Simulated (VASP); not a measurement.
# NaAu7 (Fmmm) in VASP: single point with PBE

Aim: the single point of NaAu7 with PBE.

Everything below comes from runs of VASP 6.6.1. Logs are shortened: lines on timing, memory, paths and dates and some standing lists are left out, and cuts for length are marked.

## 1. The cell of the first run

The typed cell holds 8 atoms: a = 5.898 Å, b = 5.896 Å, c = 5.897 Å, α = 60.02°, β = 59.98°, γ = 60.00°.

## 2. Single point, PBE

INCAR reads:

```
SYSTEM = NaAu7
PREC     = Accurate       ! precision mode
ENCUT    = 520            ! plane-wave cutoff, eV
EDIFF    = 1E-6           ! SCF threshold, eV
ISMEAR   = 0              ! smearing method
SIGMA    = 0.1            ! smearing width, eV
LREAL    = .False.        ! projectors in reciprocal space
LASPH    = .True.         ! aspherical terms in the spheres
NELM     = 60             ! most SCF steps
ALGO     = Fast           ! electronic algorithm
ISIF     = 2              ! what is computed and relaxed
LWAVE    = .False.        ! write WAVECAR
LCHARG   = .True.         ! write CHGCAR
GGA      = PE             ! functional
LELF     = .True.         ! ELF
LVHAR    = .True.       
NBANDS   = 52             ! bands
```

KPOINTS reads:

```
Automatic mesh
0
Gamma
  8 8 8
  0 0 0
```

POSCAR reads:

```
NaAu7
1.0
    0.0000000000      4.1716817532      4.1693934953
    4.1683053286      0.0000000000      4.1693934953
    4.1683053286      4.1716817532      0.0000000000
Na Au
1 7
Direct
    0.0000000000      0.0000000000      0.0000000000
    0.5000000000      0.5000000000      0.5000000000
    0.5000000000      0.0000000000      0.0000000000
    0.5000000000      0.5000000000      0.0000000000
    0.0000000000      0.0000000000      0.5000000000
    0.0000000000      0.5000000000      0.5000000000
    0.5000000000      0.0000000000      0.5000000000
    0.0000000000      0.5000000000      0.0000000000
```

Potentials or basis: VASP PAW PBE potentials, release 64 (Na_pv, Au).

Launch:

```console
cat potpaw_PBE.64/Na_pv/POTCAR potpaw_PBE.64/Au/POTCAR > POTCAR
mpirun -np 1 vasp_std > vasp.out
```

OUTCAR:

```text
SYSTEM = NaAu7
   PREC = Accurate
   ENCUT = 520
   EDIFF = 1E-6
   ISMEAR = 0
   LREAL = .False.
   LASPH = .True.
   NELM = 60
   ISIF = 2
   GGA = PE

 ion  position               nearest neighbor table
   1  0.000  0.000  0.000-   8 2.95   7 2.95   8 2.95   7 2.95   4 2.95   5 2.95   4 2.95   5 2.95
                             3 2.95   3 2.95   6 2.95   6 2.95
   2  0.500  0.500  0.500-   7 2.95   8 2.95   7 2.95   8 2.95   5 2.95   4 2.95   5 2.95   4 2.95
                             3 2.95   3 2.95   6 2.95   6 2.95
   3  0.500  0.000  0.000-   4 2.95   5 2.95   4 2.95   5 2.95   7 2.95   8 2.95   7 2.95   8 2.95
                             2 2.95   1 2.95   2 2.95   1 2.95
   4  0.500  0.500  0.000-   3 2.95   6 2.95   3 2.95   6 2.95   1 2.95   2 2.95   1 2.95   2 2.95
                             7 2.95   8 2.95   7 2.95   8 2.95
   5  0.000  0.000  0.500-   6 2.95   3 2.95   6 2.95   3 2.95   2 2.95   1 2.95   2 2.95   1 2.95
                             8 2.95   7 2.95   8 2.95   7 2.95
   6  0.000  0.500  0.500-   5 2.95   4 2.95   5 2.95   4 2.95   8 2.95   7 2.95   8 2.95   7 2.95
                             1 2.95   2 2.95   1 2.95   2 2.95
   7  0.500  0.000  0.500-   2 2.95   1 2.95   2 2.95   1 2.95   3 2.95   6 2.95   3 2.95   6 2.95
                             4 2.95   5 2.95   5 2.95   4 2.95
   8  0.000  0.500  0.000-   1 2.95   2 2.95   1 2.95   2 2.95   6 2.95   3 2.95   6 2.95   3 2.95
                             5 2.95   5 2.95   4 2.95   4 2.95

  LATTYP: Found a face centered orthorhombic cell.
 ALAT       =     8.3366106572
 B/A-ratio  =     1.0002610573
 C/A-ratio  =     1.0008100233

  Lattice vectors:

 A1 = (   0.0000000000,   4.1716817532,  -4.1693934953)
 A2 = (   4.1683053286,   4.1716817532,   0.0000000000)
 A3 = (   4.1683053286,   0.0000000000,  -4.1693934953)

Analysis of symmetry for initial positions (statically):
=====================================================================
 Subroutine PRICEL returns:
 Original cell was already a primitive cell.

 Routine SETGRP: Setting up the symmetry group for a
 face centered orthorhombic supercell.

 Subroutine GETGRP returns: Found  8 space group operations
 (whereof  8 operations were pure point group operations)
 out of a pool of  8 trial point group operations.

The static configuration has the point symmetry D_2h.

Analysis of symmetry for dynamics (positions and initial velocities):
=====================================================================
 Subroutine PRICEL returns:
 Original cell was already a primitive cell.

 Routine SETGRP: Setting up the symmetry group for a
 face centered orthorhombic supercell.

 Subroutine GETGRP returns: Found  8 space group operations
 (whereof  8 operations were pure point group operations)
 out of a pool of  8 trial point group operations.

The dynamic configuration has the point symmetry D_2h.

 Subroutine INISYM returns: Found  8 space group operations
 (whereof  8 operations are pure point group operations),
 and found     1 'primitive' translations

----------------------------------------------------------------------------------------

                                     Primitive cell

  volume of cell :     145.0019

  direct lattice vectors                    reciprocal lattice vectors
     0.000000000  4.171681753  4.169393495    -0.119952825  0.119855739  0.119921519
     4.168305329  0.000000000  4.169393495     0.119952825 -0.119855739  0.119921519
     4.168305329  4.171681753  0.000000000     0.119952825  0.119855739 -0.119921519

  length of vectors
     5.898031093  5.895643428  5.897261904     0.207690272  0.207690272  0.207690272

  position of ions in fractional coordinates (direct lattice)
     0.000000000  0.000000000  0.000000000
     0.500000000  0.500000000  0.500000000
     0.500000000  0.000000000  0.000000000
     0.500000000  0.500000000  1.000000000
     0.000000000  1.000000000  0.500000000
     0.000000000  0.500000000  0.500000000
     0.500000000  1.000000000  0.500000000
     0.000000000  0.500000000  1.000000000

  ion indices of the primitive-cell ions
   primitive index   ion index
                 1           1
                 2           2
                 3           3
                 4           4
                 5           5
                 6           6
                 7           7
                 8           8

----------------------------------------------------------------------------------------

 KPOINTS: Automatic mesh

Automatic generation of k-mesh.
 Grid dimensions read from file:
 generate k-points for:    8    8    8

 Generating k-lattice:

  Cartesian coordinates                     Fractional coordinates (reciprocal lattice)
    -0.014994103  0.014981967  0.014990190     0.125000000  0.000000000  0.000000000
     0.014994103 -0.014981967  0.014990190     0.000000000  0.125000000 -0.000000000
     0.014994103  0.014981967 -0.014990190     0.000000000 -0.000000000  0.125000000

  Length of vectors
     0.025961284  0.025961284  0.025961284

  Shift w.r.t. Gamma in fractional coordinates (k-lattice)
     0.000000000  0.000000000  0.000000000

 Subroutine IBZKPT returns following result:
 ===========================================

 Found     95 irreducible k-points:

 Following reciprocal coordinates:
            Coordinates               Weight
  0.000000  0.000000  0.000000      1.000000
  0.125000  0.000000  0.000000      8.000000
  0.250000  0.000000  0.000000      8.000000
  0.375000  0.000000  0.000000      8.000000
  0.500000  0.000000  0.000000      4.000000
  0.125000  0.125000  0.000000      2.000000
[... 16 lines left out ...]
  0.250000  0.000000  0.125000      8.000000
  0.375000  0.000000  0.125000      8.000000
 [... further k-points ...]
   k-points           NKPTS =     95   k-points in BZ     NKDIM =     95   number of bands    NBANDS=     52
   number of dos      NEDOS =    301   number of ions     NIONS =      8
   total plane-waves  NPLWV = 110592
   dimension x,y,z NGX =    48 NGY =   48 NGZ =   48
   dimension x,y,z NGXF=    96 NGYF=   96 NGZF=   96
   ions per type =               1   7
   NGX,Y,Z   is equivalent  to a cutoff of  13.53, 13.54, 13.53 a.u.
   NGXF,Y,Z  is equivalent  to a cutoff of  27.06, 27.07, 27.06 a.u.
 SYSTEM =  NaAu7
   PREC   = accura    normal or accurate (medium, high low for compatibility)
   ISTART =      0    job   : 0-new  1-cont  2-samecut
   ICHARG =      2    charge: 1-file 2-atom 10-const
   ISPIN  =      1    spin polarized calculation?
   LNONCOLLINEAR =      F non collinear calculations
   LSORBIT =      F    spin-orbit coupling
   LASPH  =      T    aspherical Exc in radial PAW
   ENCUT  =  520.0 eV  38.22 Ry    6.18 a.u.  10.97 10.96 10.96*2*pi/ulx,y,z
   NELM   =     60;   NELMIN=  2; NELMDL= -5     # of ELM steps
   EDIFF  = 0.1E-05   stopping-criterion for ELM
   LREAL  =      F    real-space projection
   EDIFFG = 0.1E-04   stopping-criterion for IOM
   NSW    =      0    number of steps for IOM
   IBRION =     -1    ionic relax: 0-MD 1-quasi-New 2-CG
   NFREE  =      0    steps in history (QN), initial steepest desc. (CG)
   ISIF   =      2    stress and relaxation
   ISYM   =      2    0-nonsym 1-usesym 2-fastsym
   POTIM  = 0.5000    time-step for ionic-motion
   TEBEG  =    0.0;   TEEND  =   0.0 temperature during run
   PSTRESS=    0.0 pullay stress
   NELECT =      84.0000    total number of electrons
   NUPDOWN=      -1.0000    fix difference up-down
   EMIN   =  10.00;   EMAX   =-10.00  energy-range for DOS
   EFERMI =   0.00;   METHOD = LEGACY
   ISMEAR =     0;   SIGMA  =   0.10  broadening in eV -4-tet -1-fermi 0-gaus
   EFERMI_NEDOS =   21; number of points for ismear=-14 and -15
   IALGO  =     68    algorithm
   IMIX   =      4    mixing-type and parameters
     AMIX     =   0.40;   BMIX     =  1.00
     AMIX_MAG =   1.60;   BMIX_MAG =  1.00
  volume/ion in A,a.u.               =      18.13       122.32
  Fermi-wavevector in a.u.,A,eV,Ry     =   1.364720  2.578946 25.340298  1.862459
  Thomas-Fermi vector in A             =   2.491011
   LORBIT       =      0    0 simple, 1 ext, 2 COOP (PROOUT), +10 PAW based schemes
   GGA     = PE    functional components
   LHFCALC =     F    Hartree Fock is set to
   AEXX    =    0.0000 exact exchange contribution
   IVDW    =     0    specifies the selected vdW correction
   LEPSILON=     F    determine dielectric tensor
   LRPA    =     F    only Hartree local field effects (RPA)
 non-spin polarized calculation
 RMM-DIIS sequential band-by-band and
 Gauss-broadening in eV      SIGMA  =   0.10
  energy-cutoff  :      520.00
  volume of cell :      145.00
 maximum number of plane-waves:      3932
 NGX is ok and might be reduce to    48
   NGX = 21   NGY = 21   NGZ = 21

 number of electron      84.0000014 magnetization

 Free energy of the ion-electron system (eV)
  ---------------------------------------------------
  ext. energy  EPLUGINS =         0.00000000
  ---------------------------------------------------
  free energy    TOTEN  =       -24.65968507 eV

  energy without entropy =      -24.64581342  energy(sigma->0) =      -24.65274924

 E-fermi :   7.6845     XC(G=0): -11.8902

 val. band max:        7.6703016877   @ k =  -0.1250   0.1250   0.1250
 cond. band min:       7.7041215358   @ k =  -0.2500   0.1250   0.1250
 fundamental gap:      0.0338198481
 Fermi energy:         7.6844821604

 k-point     1 :       0.0000    0.0000    0.0000
  band No.  band energies     occupation
      1     -15.7795      2.00000
      2     -15.7794      2.00000
      3     -15.7794      2.00000
      4      -1.1730      2.00000
      5       1.0753      2.00000
      6       1.0754      2.00000
[... 44 lines left out ...]
     51      12.4818      0.00000
     52      12.4933      0.00000

 k-point     2 :       0.1250    0.0000    0.0000
  band No.  band energies     occupation
      1     -15.7801      2.00000
      2     -15.7796      2.00000
      3     -15.7796      2.00000
      4      -1.0481      2.00000
      5       1.0882      2.00000
      6       1.1624      2.00000
[... 1202 lines left out ...]
 k-point    24 :       0.3750    0.0000    0.1250
  band No.  band energies     occupation
      1     -15.7830      2.00000
      2     -15.7807      2.00000
      3     -15.7807      2.00000
      4      -0.2432      2.00000
      5       1.1309      2.00000
      6       1.5893      2.00000
[... 44 lines left out ...]
     51      14.3411      0.00000
     52      15.3094      0.00000

 [... further k-points ...]

------------------------ aborting loop because EDIFF is reached ----------------------------------------

  FORCE on cell =-STRESS in cart. coord.  units (eV):
  Direction    XX          YY          ZZ          XY          YZ          ZX
  --------------------------------------------------------------------------------------
  -------------------------------------------------------------------------------------
  Total       -0.1424330     -0.1618797     -0.1485100      0.0000000      0.0000000     -0.0000000
  in kB       -1.5737927     -1.7886663     -1.6409399      0.0000000      0.0000000     -0.0000000
  external PRESSURE =      -1.6677996 kB  Pullay stress =       0.0000000 kB

 VOLUME and BASIS-vectors are now :
 -----------------------------------------------------------------------------
  energy-cutoff  :      520.00
  volume of cell :      145.00
      direct lattice vectors                 reciprocal lattice vectors
     0.000000000  4.171681753  4.169393495    -0.119952825  0.119855739  0.119921519
     4.168305329  0.000000000  4.169393495     0.119952825 -0.119855739  0.119921519
     4.168305329  4.171681753  0.000000000     0.119952825  0.119855739 -0.119921519

 POSITION                                       TOTAL-FORCE (eV/Angst)
 -----------------------------------------------------------------------------------
      0.00000      0.00000      0.00000        -0.000000     -0.000000     -0.000000
      4.16831      4.17168      4.16939        -0.000000     -0.000000     -0.000000
      0.00000      2.08584      2.08470         0.000000      0.000000     -0.000000
      2.08415      2.08584      4.16939        -0.000000     -0.000000      0.000000
      2.08415      2.08584      0.00000        -0.000000      0.000000     -0.000000
      4.16831      2.08584      2.08470         0.000000     -0.000000     -0.000000
      2.08415      4.17168      2.08470        -0.000000      0.000000     -0.000000
      2.08415      0.00000      2.08470         0.000000     -0.000000     -0.000000
 -----------------------------------------------------------------------------------
    total drift:                                0.000000      0.000000      0.000000

  FREE ENERGIE OF THE ION-ELECTRON SYSTEM (eV)
  ---------------------------------------------------
  free  energy   TOTEN  =       -24.6596850707 eV

  energy  without entropy=      -24.6458134172  energy(sigma->0) =      -24.65274924
```

Wall time 7.5 min (1 thread of Intel Xeon 6975P-C (Granite Rapids), shared host); peak memory 0.67 GiB.

What came out:

```
Free energy            : -24.6597 eV
Pressure               : -0.2 GPa
Band gap on the k mesh : zero (bands 42 and 43 overlap by 0.88 eV)
```

Levels at points of the mesh, in eV from the Fermi level:
| k point | band 39 | band 40 | band 41 | band 42 | band 43 | band 44 | band 45 | band 46 |
| --- | --- | --- | --- | --- | --- | --- | --- | --- |
| (0.00, 0.00, 0.00) | -1.69 | -0.67 | -0.33 | -0.33 | -0.33 | 1.60 | 1.61 | 1.62 |
| (0.50, 0.00, 0.00) | -1.89 | -1.89 | 0.55 | 0.55 | 0.95 | 0.99 | 1.23 | 1.23 |
| (0.50, 0.50, 0.00) | -2.56 | -1.69 | -0.92 | -0.30 | -0.30 | 0.08 | 4.44 | 5.06 |
| (0.50, 0.00, 0.50) | -2.56 | -1.69 | -0.92 | -0.29 | -0.29 | 0.08 | 4.45 | 5.06 |
| (0.00, 0.50, 0.50) | -2.56 | -1.69 | -0.92 | -0.30 | -0.30 | 0.07 | 4.44 | 5.06 |

Caveat: spin-orbit coupling is left out, which moves the levels of the heavy elements.

The gap in the log of VASP goes by the Fermi energy; the results here count the filled bands.